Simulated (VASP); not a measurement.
# WC (Cmmm) in VASP: further runs

The runs below take WC through relaxation of cell and atoms, single point, with revPBE+D4, PBEsol-based global hybrid, PBEsol-based screened hybrid.

Program: VASP 6.6.1. These are calculated values, not measurements. Logs are shortened: lines on timing, memory, paths and dates and some standing lists are left out, and cuts for length are marked.

### 1 The cell of the first run

Symmetry: Cmmm, No. 65, orthorhombic system. The conventional cell has a = 3.281 Å, b = 4.236 Å, c = 4.309 Å, α = 90.00°, β = 90.00°, γ = 90.00°. W (site symmetry mmm) has 6 W at 2.68 to 3.28 Å and 8 C at 2.71 to 3.02 Å within 3.5 Å. C (site symmetry mmm) has 6 C at 2.68 to 3.28 Å and 8 W at 2.71 to 3.02 Å within 3.5 Å.

### 2 Relaxation of cell and atoms, revPBE+D4

File INCAR:

```
PREC = Accurate
ENCUT = 600
EDIFF = 1E-6
ISMEAR = -1
SIGMA = 0.05
LREAL = False
LASPH = True
NELM = 60
ALGO = Normal
ISIF = 3
LWAVE = False
LCHARG = False
GGA = RE
IVDW = 13
IBRION = 2
NSW = 60
EDIFFG = -0.01
```

File KPOINTS:

```
regular mesh
0
Gamma
  10 10 6
```

File POSCAR:

```
WC
1.0
    1.6403461100     -2.1180379000      0.0000000000
    1.6403461100      2.1180379000      0.0000000000
    0.0000000000      0.0000000000      4.3094211000
W C
1 1
Direct
    0.5000000000      0.5000000000      0.5000000000
    0.0000000000      0.0000000000      0.0000000000
```

Potentials or basis: VASP PAW PBE potentials, release 64 (W_sv, C).

Run with:

```sh
$ cat potpaw_PBE.64/W_sv/POTCAR potpaw_PBE.64/C/POTCAR > POTCAR
$ mpirun -np 1 vasp_std > vasp.out
```

OUTCAR:

```text
PREC = Accurate
   ENCUT = 600
   EDIFF = 1E-6
   ISMEAR = -1
   LREAL = False
   LASPH = True
   NELM = 60
   ISIF = 3
   GGA = RE
   IVDW = 13
   IBRION = 2
   NSW = 60
   EDIFFG = -0.01

 ion  position               nearest neighbor table
   1  0.500  0.500  0.500-   2 2.71   2 2.71   2 2.71   2 2.71
   2  0.000  0.000  0.000-   1 2.71   1 2.71   1 2.71   1 2.71

  LATTYP: Found a base centered orthorhombic cell.
 ALAT       =     3.2806922200
 B/A-ratio  =     1.2912140231
 C/A-ratio  =     1.3135706769

  Lattice vectors:

 A1 = (   1.6403461100,  -2.1180379000,   0.0000000000)
 A2 = (   1.6403461100,   2.1180379000,   0.0000000000)
 A3 = (   0.0000000000,   0.0000000000,   4.3094211000)

Analysis of symmetry for initial positions (statically):
=====================================================================
 Subroutine PRICEL returns:
 Original cell was already a primitive cell.

 Routine SETGRP: Setting up the symmetry group for a
 base centered orthorhombic supercell.

 Subroutine GETGRP returns: Found  8 space group operations
 (whereof  8 operations were pure point group operations)
 out of a pool of  8 trial point group operations.

The static configuration has the point symmetry D_2h.

Analysis of symmetry for dynamics (positions and initial velocities):
=====================================================================
 Subroutine PRICEL returns:
 Original cell was already a primitive cell.

 Routine SETGRP: Setting up the symmetry group for a
 base centered orthorhombic supercell.

 Subroutine GETGRP returns: Found  8 space group operations
 (whereof  8 operations were pure point group operations)
 out of a pool of  8 trial point group operations.

The dynamic configuration has the point symmetry D_2h.

 Subroutine INISYM returns: Found  8 space group operations
 (whereof  8 operations are pure point group operations),
 and found     1 'primitive' translations

----------------------------------------------------------------------------------------

                                     Primitive cell

  volume of cell :      29.9446

  direct lattice vectors                    reciprocal lattice vectors
     1.640346110 -2.118037900  0.000000000     0.304813720 -0.236067542  0.000000000
     1.640346110  2.118037900  0.000000000     0.304813720  0.236067542  0.000000000
     0.000000000  0.000000000  4.309421100     0.000000000  0.000000000  0.232049729

  length of vectors
     2.678958735  2.678958735  4.309421100     0.385537661  0.385537661  0.232049729

  position of ions in fractional coordinates (direct lattice)
     0.500000000  0.500000000  0.500000000
     0.000000000  0.000000000  0.000000000

  ion indices of the primitive-cell ions
   primitive index   ion index
                 1           1
                 2           2

----------------------------------------------------------------------------------------

 KPOINTS: regular mesh

Automatic generation of k-mesh.
 Grid dimensions read from file:
 generate k-points for:   10   10    6

 Generating k-lattice:

  Cartesian coordinates                     Fractional coordinates (reciprocal lattice)
     0.030481372 -0.023606754  0.000000000     0.100000000  0.000000000  0.000000000
     0.030481372  0.023606754  0.000000000     0.000000000  0.100000000  0.000000000
     0.000000000  0.000000000  0.038674955     0.000000000  0.000000000  0.166666667

  Length of vectors
     0.038553766  0.038553766  0.038674955

  Shift w.r.t. Gamma in fractional coordinates (k-lattice)
     0.000000000  0.000000000  0.000000000

 Subroutine IBZKPT returns following result:
 ===========================================

 Found    124 irreducible k-points:

 Following reciprocal coordinates:
            Coordinates               Weight
  0.000000  0.000000  0.000000      1.000000
  0.100000  0.000000  0.000000      4.000000
  0.200000  0.000000  0.000000      4.000000
  0.300000  0.000000  0.000000      4.000000
  0.400000  0.000000  0.000000      4.000000
  0.500000  0.000000  0.000000      2.000000
[... 16 lines left out ...]
  0.300000  0.300000  0.000000      2.000000
  0.400000  0.300000  0.000000      4.000000
 [... further k-points ...]
   k-points           NKPTS =    124   k-points in BZ     NKDIM =    124   number of bands    NBANDS=     13
   number of dos      NEDOS =    301   number of ions     NIONS =      2
   total plane-waves  NPLWV =  20736
   dimension x,y,z NGX =    24 NGY =   24 NGZ =   36
   dimension x,y,z NGXF=    48 NGYF=   48 NGZF=   72
   ions per type =               1   1
   NGX,Y,Z   is equivalent  to a cutoff of  14.89, 14.89, 13.89 a.u.
   NGXF,Y,Z  is equivalent  to a cutoff of  29.79, 29.79, 27.78 a.u.
 SYSTEM =  unknown system
   PREC   = accura    normal or accurate (medium, high low for compatibility)
   ISTART =      0    job   : 0-new  1-cont  2-samecut
   ICHARG =      2    charge: 1-file 2-atom 10-const
   ISPIN  =      1    spin polarized calculation?
   LNONCOLLINEAR =      F non collinear calculations
   LSORBIT =      F    spin-orbit coupling
   LASPH  =      T    aspherical Exc in radial PAW
   ENCUT  =  600.0 eV  44.10 Ry    6.64 a.u.   5.35  5.35  8.61*2*pi/ulx,y,z
   NELM   =     60;   NELMIN=  2; NELMDL= -5     # of ELM steps
   EDIFF  = 0.1E-05   stopping-criterion for ELM
   LREAL  =      F    real-space projection
   EDIFFG = -.1E-01   stopping-criterion for IOM
   NSW    =     60    number of steps for IOM
   IBRION =      2    ionic relax: 0-MD 1-quasi-New 2-CG
   NFREE  =      1    steps in history (QN), initial steepest desc. (CG)
   ISIF   =      3    stress and relaxation
   ISYM   =      2    0-nonsym 1-usesym 2-fastsym
   POTIM  = 0.5000    time-step for ionic-motion
   TEBEG  =    0.0;   TEEND  =   0.0 temperature during run
   PSTRESS=    0.0 pullay stress
   NELECT =      18.0000    total number of electrons
   NUPDOWN=      -1.0000    fix difference up-down
   EMIN   =  10.00;   EMAX   =-10.00  energy-range for DOS
   EFERMI =   0.00;   METHOD = LEGACY
   ISMEAR =    -1;   SIGMA  =   0.05  broadening in eV -4-tet -1-fermi 0-gaus
   EFERMI_NEDOS =   21; number of points for ismear=-14 and -15
   IALGO  =     38    algorithm
   IMIX   =      4    mixing-type and parameters
     AMIX     =   0.40;   BMIX     =  1.00
     AMIX_MAG =   1.60;   BMIX_MAG =  1.00
  volume/ion in A,a.u.               =      14.97       101.04
  Fermi-wavevector in a.u.,A,eV,Ry     =   1.381634  2.610909 25.972324  1.908912
  Thomas-Fermi vector in A             =   2.506400
   LORBIT       =      0    0 simple, 1 ext, 2 COOP (PROOUT), +10 PAW based schemes
   GGA     = RE    functional components
   LHFCALC =     F    Hartree Fock is set to
   AEXX    =    0.0000 exact exchange contribution
   IVDW    =    13    specifies the selected vdW correction
   LEPSILON=     F    determine dielectric tensor
   LRPA    =     F    only Hartree local field effects (RPA)
 conjugate gradient relaxation of ions
 non-spin polarized calculation
  energy-cutoff  :      600.00
  volume of cell :       29.94
 maximum number of plane-waves:      1015
 NGX is ok and might be reduce to    24
   NGX = 11   NGY = 11   NGZ = 17

--------------------------------------- Ionic step        1  -------------------------------------------

 number of electron      17.9999998 magnetization

 Free energy of the ion-electron system (eV)
  ---------------------------------------------------
  ext. energy  EPLUGINS =         0.00000000
  ---------------------------------------------------
  free energy    TOTEN  =       -15.99740732 eV

  energy without entropy =      -15.98281819  energy(sigma->0) =      -15.99011275

 E-fermi :   7.1593     XC(G=0): -11.8323

 val. band max:        7.1586603835   @ k =  -0.2000   0.1000   0.0000
 cond. band min:       7.1849861138   @ k =  -0.3000   0.3000   0.0000
 fundamental gap:      0.0263257303
 Fermi energy:         7.1592610768

 k-point     1 :       0.0000    0.0000    0.0000
  band No.  band energies     occupation
      1     -67.6613      2.00000
      2     -31.9681      2.00000
      3     -31.3103      2.00000
      4     -31.0464      2.00000
      5      -5.1675      2.00000
      6       1.5651      2.00000
      7       3.7540      2.00000
      8       3.9479      2.00000
      9       8.9900      0.00000
     10       9.2369      0.00000
     11       9.2728      0.00000
     12       9.8299      0.00000
     13       9.8888      0.00000
[... 353 lines left out ...]
 k-point    24 :       0.4000    0.3000    0.0000
  band No.  band energies     occupation
      1     -67.5409      2.00000
      2     -32.0894      2.00000
      3     -31.8038      2.00000
      4     -31.7827      2.00000
      5      -1.3198      2.00000
      6       3.3401      2.00000
      7       3.6828      2.00000
      8       4.5826      2.00000
      9       5.4316      2.00000
     10       5.7440      2.00000
     11       8.3505      0.00000
     12      10.3066      0.00000
     13      10.3310      0.00000

 [... further k-points ...]

------------------------ aborting loop because EDIFF is reached ----------------------------------------

  DFT-D4 for vdW energy calculation

  Edisp (eV):   -1.32257

  FORCE on cell =-STRESS in cart. coord.  units (eV):
  Direction    XX          YY          ZZ          XY          YZ          ZX
  --------------------------------------------------------------------------------------
  -------------------------------------------------------------------------------------
  Total      -7.13678    -1.13369   -11.13927     0.00000     0.00000     0.00000
  in kB    -381.85185   -60.65771  -596.00408     0.00000     0.00000     0.00000
  external pressure =     -346.17 kB  Pullay stress =        0.00 kB
[... 97 lines left out ...]
  FREE ENERGIE OF THE ION-ELECTRON SYSTEM (eV)
  ---------------------------------------------------
  free  energy   TOTEN  =       -19.8310392210 eV

  energy  without entropy=      -19.8193012277  energy(sigma->0) =      -19.82517022

[... ionic steps 4 to 16 ...]

--------------------------------------- Ionic step       17  -------------------------------------------

 number of electron      18.0000002 magnetization

------------------------ aborting loop because EDIFF is reached ----------------------------------------

  DFT-D4 for vdW energy calculation

  Edisp (eV):   -1.50113
[... 69 lines left out ...]
  energy  without entropy=      -21.2990958112  energy(sigma->0) =      -21.30389826

--------------------------------------- Ionic step       19  -------------------------------------------

 number of electron      18.0000002 magnetization

 Free energy of the ion-electron system (eV)
  ---------------------------------------------------
  ext. energy  EPLUGINS =         0.00000000
  ---------------------------------------------------
  free energy    TOTEN  =       -19.80651363 eV

  energy without entropy =      -19.79689862  energy(sigma->0) =      -19.80170613

 E-fermi :  10.6931     XC(G=0): -13.2351

 val. band max:       10.6819925829   @ k =  -0.4000   0.3000   0.0000
 cond. band min:      10.7055515725   @ k =  -0.3000   0.3000   0.1667
 fundamental gap:      0.0235589896
 Fermi energy:        10.6931180589

 k-point     1 :       0.0000    0.0000    0.0000
  band No.  band energies     occupation
      1     -63.8819      2.00000
      2     -28.0699      2.00000
      3     -27.9032      2.00000
      4     -27.6825      2.00000
      5      -4.0884      2.00000
      6       5.8293      2.00000
      7       8.3863      2.00000
      8       9.3696      2.00000
      9       9.4081      2.00000
     10      10.7646      0.38622
     11      11.1451      0.00024
     12      12.0801      0.00000
     13      13.2872      0.00000
[... 353 lines left out ...]
 k-point    24 :       0.4000    0.3000    0.0000
  band No.  band energies     occupation
      1     -63.8297      2.00000
      2     -28.3830      2.00000
      3     -28.1421      2.00000
      4     -27.9606      2.00000
      5      -0.4520      2.00000
      6       4.0681      2.00000
      7       4.9033      2.00000
      8       5.8019      2.00000
      9      10.6688      1.23882
     10      10.9444      0.01304
     11      13.2973      0.00000
     12      14.5189      0.00000
     13      18.4895      0.00000

 [... further k-points ...]

------------------------ aborting loop because EDIFF is reached ----------------------------------------

  DFT-D4 for vdW energy calculation

  Edisp (eV):   -1.50220

  FORCE on cell =-STRESS in cart. coord.  units (eV):
  Direction    XX          YY          ZZ          XY          YZ          ZX
  --------------------------------------------------------------------------------------
  -------------------------------------------------------------------------------------
  Total       0.01065    -0.00765     0.01361     0.00000     0.00000     0.00000
  in kB       0.75387    -0.54150     0.96361     0.00000     0.00000     0.00000
  external pressure =        0.39 kB  Pullay stress =        0.00 kB
[... 17 lines left out ...]
  FREE ENERGIE OF THE ION-ELECTRON SYSTEM (eV)
  ---------------------------------------------------
  free  energy   TOTEN  =       -21.3087166214 eV

  energy  without entropy=      -21.2991016206  energy(sigma->0) =      -21.30390912

 reached required accuracy - stopping structural energy minimisation
```

It took 3 min on 1 thread of Intel Xeon 6975P-C (Granite Rapids), shared host; peak memory 0.22 GiB.

Results:

```
Free energy                            : -21.3087 eV
Relaxed volume                         : 11.32 Å³/atom
Relaxed cell                           : a = 2.950 Å, b = 2.950 Å, c = 3.008 Å, α = 90.00°, β = 90.00°, γ = 120.12°
Space group after relaxing (to 0.05 Å) : Cmmm (No. 65)
Energy gained by relaxing              : 1994.4 meV/atom
Ionic steps                            : 19
Pressure after relaxing                : 0.0 GPa
Band gap on the k mesh                 : zero (band 9 reaches 13.14 eV, above the bottom of band 10 at 9.84 eV)
Dispersion energy per atom             : -0.751 eV
```

Stress tensor (GPa, compression positive):
```
 0.08  0.00  0.00
 0.00 -0.05  0.00
 0.00  0.00  0.10
```

Step by step:
```csv
step,energy change (eV),largest force (eV/Å),pressure (GPa),volume (Å³)
1,0.0000,0.0000,-34.62,29.94
2,-2.0353,0.0000,106.41,17.63
3,-2.5111,0.0000,27.61,20.25
4,-2.7781,0.0000,108.90,18.12
5,-3.2856,0.0000,58.09,19.11
6,-3.8659,0.0000,-17.76,23.52
7,-3.9364,0.0000,-3.75,22.24
8,-3.9363,0.0000,-4.57,22.30
9,-3.9699,0.0000,0.68,22.27
10,-3.9742,0.0000,3.13,22.24
11,-3.9861,0.0000,0.70,22.58
12,-3.9872,0.0000,-0.24,22.72
13,-3.9885,0.0000,-0.25,22.67
14,-3.9887,0.0000,-0.23,22.65
15,-3.9887,0.0000,-0.24,22.65
16,-3.9887,0.0000,-0.21,22.66
17,-3.9887,0.0000,-0.26,22.65
18,-3.9887,0.0000,0.29,22.62
19,-3.9887,0.0000,0.04,22.64
```

Final structure:
```xyz
2
Lattice="1.4721 -2.5559 0.0000 1.4721 2.5559 0.0000 0.0000 0.0000 3.0080" Properties=species:S:1:pos:R:3 pbc="T T T"
W     1.4721    0.0000    1.5040
C     0.0000    0.0000    0.0000
```

Caveat: the volume moved by over 15 % at a fixed basis, so the end points are rough; the PAW data sets were made with another functional, which shifts forces and pressure a little; spin-orbit coupling is left out, which moves the levels of the heavy elements; pairwise dispersion overbinds metals, which lowers pressure and volume.

### 3 Single point, PBEsol-based global hybrid

This run uses another cell than the first one, of 10.92 Å³/atom, 0.730 times its volume.

File POSCAR:

```
WC
1.0
    1.5116341151     -2.4534723234      0.0000000000
    1.5116341151      2.4534723234      0.0000000000
    0.0000000000      0.0000000000      2.9450415653
W C
1 1
Direct
    0.5000000000      0.5000000000      0.5000000000
    0.0000000000      0.0000000000      0.0000000000
```

File INCAR.step1:

```
SYSTEM = WC
  PREC = Accurate
  ENCUT = 520
  EDIFF = 1E-5
  ISMEAR = -1
  SIGMA = 0.05
  LREAL = .False.
  LASPH = .True.
  NELM = 80
  ALGO = Normal
  ISIF = 2
  LWAVE = .True.
  GGA = PE
  NBANDS = 16
```

File INCAR.step2:

```
SYSTEM = WC
  PREC = Accurate
  ENCUT = 520
  EDIFF = 1E-7
  ISMEAR = -1
  SIGMA = 0.05
  LREAL = .False.
  LASPH = .True.
  NELM = 80
  ALGO = Normal
  ISIF = 2
  LWAVE = .False.
  LCHARG = .True.
  GGA = PS
  LHFCALC = .True.
  AEXX = 0.25
  PRECFOCK = Normal
  LELF = .True.
  LVHAR = .True.
  ISTART = 1
  NBANDS = 16
```

File KPOINTS:

```
regular mesh
0
Gamma
  5 5 3
  0 0 0
```

Potentials or basis: VASP PAW PBE potentials, release 64 (W_sv, C).

Run with:

```sh
$ cat potpaw_PBE.64/W_sv/POTCAR potpaw_PBE.64/C/POTCAR > POTCAR
$ cp INCAR.step1 INCAR
$ mpirun -np 1 vasp_std > vasp.out
$ cp INCAR.step2 INCAR
$ mpirun -np 1 vasp_std > vasp.out
```

Wall time 9.3 min (1 thread of Intel Xeon 6975P-C, shared host); peak memory 0.16 GiB.

The run converged. Its results:

```yaml
Free_energy: -26.5151 eV
Pressure: -0.1 GPa
Band_gap_on_the_k_mesh: zero (band 9 reaches 13.34 eV, above the bottom of band 10 at 10.06 eV)
```

Stress tensor (GPa, compression positive):
```
-0.36  0.00  0.00
 0.00 -0.29  0.00
 0.00  0.00  0.46
```

Levels at points of the mesh, in eV from the Fermi level:
```
           k point  band 7  band 8  band 9  band 10  band 11  band 12
(0.00, 0.00, 0.00)   -3.11   -2.64   -2.11    -1.10     1.16     2.04
```

Caveat: the k points lie up to 0.71 Å⁻¹ apart; the PAW data sets were made with another functional, which shifts forces and pressure a little; spin-orbit coupling is left out, which moves the levels of the heavy elements.

(Part 1 of 2 ends here.)
